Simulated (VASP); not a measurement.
The system is BeS (rocksalt type).

```
CELL_PARAMETERS angstrom
0.00000 2.15443 2.15443
2.15443 0.00000 2.15443
2.15443 2.15443 0.00000
ATOMIC_POSITIONS crystal
Be 0.00000 0.00000 0.00000
S 0.50000 0.50000 0.50000
```

```yaml
Program: VASP 6.6.1
Task: relaxation of cell and atoms
Functional: PBE
Potentials_or_basis: VASP PAW PBE potentials, release 64 (Be, S)
Cutoff: 600 eV
k_mesh: 16 × 16 × 16
Occupations: fermi-dirac, width 0.08 eV
Spin: no spin polarisation
```

At the start: pressure 34.7 GPa; volume 10.00 Å³/atom.

Where does the relaxation end?

Over 5 steps the energy falls by 218.2 meV/atom and the volume is 12.39 Å³/atom (+23.9 %); space group Fm-3m (No. 225, to 0.1 Å) before and after.

Step by step:
```csv
step,energy change (eV),largest force (eV/Å),pressure (GPa),volume (Å³)
1,0.0000,0.0000,34.71,20.00
2,-0.3807,0.0000,-7.70,26.95
3,-0.4365,0.0000,0.22,24.73
4,-0.4365,0.0000,-0.22,24.83
5,-0.4365,0.0000,0.03,24.78
```

Final structure:
```cif
data_structure
_symmetry_space_group_name_H-M 'P 1'
_symmetry_Int_Tables_number 1
_cell_length_a 3.2722
_cell_length_b 3.2722
_cell_length_c 3.2722
_cell_angle_alpha 60.000
_cell_angle_beta 60.000
_cell_angle_gamma 60.000
_cell_volume 24.78
loop_
_atom_site_label
_atom_site_type_symbol
_atom_site_fract_x
_atom_site_fract_y
_atom_site_fract_z
_atom_site_occupancy
Be1 Be 0.00000 0.00000 0.00000 1
S1 S 0.50000 0.50000 0.50000 1
```

Caveat: the volume moved by over 15 % at a fixed basis, so the end points are rough.
